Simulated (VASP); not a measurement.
Runs of VASP 6.6.1 on BeS. The structure is that of space group F-43m (No. 216), or close to it. The cells are those of the table. 

| task | level | cell | k mesh | cutoff (eV) | smearing | grid for exact exchange (PRECFOCK) | screening parameter | gap on the mesh (eV) | pressure (GPa) |
| --- | --- | --- | --- | --- | --- | --- | --- | --- | --- |
| single point | PBE0 | a = 3.406 Å, angles 60.0°, 2 atoms | 6 × 6 × 6 | 520 | fermi-dirac 0.05 eV | Normal | - | (a) | 2.1 |
| single point | PBE0 | a = 3.475 Å, angles 60.0°, 2 atoms | 5 × 5 × 5 | 520 | gaussian 0.1 eV | Normal | - | 5.18 | -3.5 |
| dielectric tensor | BLYP+D3(BJ) | a = 3.429 Å, angles 60.0°, 2 atoms | 9 × 9 × 9 | 520 | gaussian 0.01 eV | - | - | 3.49 | - |
| single point | HSE06 | a = 3.429 Å, angles 60.0°, 2 atoms | 5 × 5 × 5 | 520 | gaussian 0.05 eV | Normal | 0.2079 1/Å | (c) | (b) |
| single point | PBE | a = 3.429 Å, angles 60.0°, 2 atoms | 5 × 5 × 5 | 600 | fermi-dirac 0.03 eV | - | - | 3.40 | 1.7 |

Alike in all rows: potentials or basis VASP PAW PBE potentials, release 64 (S, Be); no spin polarisation.

Problem. Estimate the missing entries.

Solution. (a) 4.73; (b) 0.2; (c) 4.37.

Caveats: some runs use coarse meshes; the PAW data sets were made with another functional, which shifts forces and pressure a little (some runs).

A k mesh can miss the band edges.
